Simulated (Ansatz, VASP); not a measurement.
## Two plane-wave programs on HfB

The input POSCAR:

```
HfB
1.0
    0.0000000000      2.3100000000      2.3100000000
    2.3100000000      0.0000000000      2.3100000000
    2.3100000000      2.3100000000      0.0000000000
Hf B
1 1
Direct
    0.5000000000      0.5000000000      0.5000000000
    0.0000000000      0.0000000000      0.0000000000
```

File INCAR.step1:

```
SYSTEM = HfB
PREC = Accurate
ENCUT = 520
ISMEAR = -1
SIGMA = 0.05
LREAL = .FALSE.
LASPH = .TRUE.
NELM = 150
LNONCOLLINEAR = .TRUE.
MAGMOM = 0 0 0 0 0 0
LSORBIT = .TRUE.
GGA_COMPAT = .FALSE.
LMAXMIX = 4
NBANDS = 25
GGA = PE
ALGO = Normal
EDIFF = 1E-4
LWAVE = .TRUE.
LCHARG = .FALSE.
```

INCAR.step2

```
SYSTEM = HfB
PREC = Accurate
ENCUT = 520
EDIFF = 1E-6
ISMEAR = -1
SIGMA = 0.05
LREAL = .FALSE.
LASPH = .TRUE.
NELM = 150
ALGO = Normal
ISIF = 2
LWAVE = .FALSE.
LCHARG = .FALSE.
LNONCOLLINEAR = .TRUE.
MAGMOM = 0 0 0 0 0 0
LORBIT = 11
LSORBIT = .TRUE.
GGA_COMPAT = .FALSE.
LORBMOM = .TRUE.
LMAXMIX = 4
METAGGA = R2SCAN
LMIXTAU = .TRUE.
NBANDS = 25
ISTART = 1
```

File KPOINTS:

```
Automatic mesh
0
G
  7 7 7
  0 0 0
```

Contents of input.yaml:

```yaml
crystal:
  lattice:
    - [0.0, 2.31, 2.31]
    - [2.31, 0.0, 2.31]
    - [2.31, 2.31, 0.0]
  atoms:
    - { symbol: Hf, position: [0.5, 0.5, 0.5] }
    - { symbol: B, position: [0.0, 0.0, 0.0] }
hamiltonian:
  xc: r2scan
  pseudopotentials: { kind: paw_fr }
magnetization:
  noncollinear: true
  spin_orbit: true
kpoints:
  mp_grid: { grid: [7, 7, 7] }
  band_path:
    path:
      - [[0.0, 0.0, 0.0], [0.5, 0.0, 0.5], [0.5, 0.25, 0.75], [0.375, 0.375, 0.75], [0.0, 0.0, 0.0], [0.5, 0.5, 0.5], [0.625, 0.25, 0.625], [0.5, 0.25, 0.75], [0.5, 0.5, 0.5], [0.375, 0.375, 0.75]]
      - [[0.625, 0.25, 0.625], [0.5, 0.0, 0.5]]
    npoints: 14
scf:
  occupations: { method: fermi_dirac, width: 0.05 }
  n_extra_bands: 6
output:
  forces: true
  stress: true
  eigenvalues: true
  fatbands: true
  write_density: true
  write_potential: true
  elf: true
  volumetric_format: npy
```

Alike in both runs: functional r2SCAN; k mesh 7 × 7 × 7; occupations fermi-dirac, width 0.05 eV; non-collinear spin, spin-orbit coupling.

|  | VASP | Ansatz |
| --- | --- | --- |
| version | VASP 6.6.1 | Ansatz 0.2.0 |
| potentials or method | VASP PAW PBE potentials, release 64 (Hf_pv, B) | Ansatz PAW |
| plane-wave cutoff (eV) | 520 | 500 |
| valence electrons in the cell | 13 | 29 |
| task | single point | band structure |

|  | VASP | Ansatz | Ansatz less VASP |
| --- | --- | --- | --- |
| net moment per atom (μB) | 0.00 | 0.00 | 0.000 |

VASP's potentials were made for PBE, not for r2SCAN. With one functional, cell and mesh, what is left measures potentials, basis and numerics. VASP's potentials hold 13 valence electrons a cell and Ansatz's 29, so a difference there can come from the potentials and not from the codes.
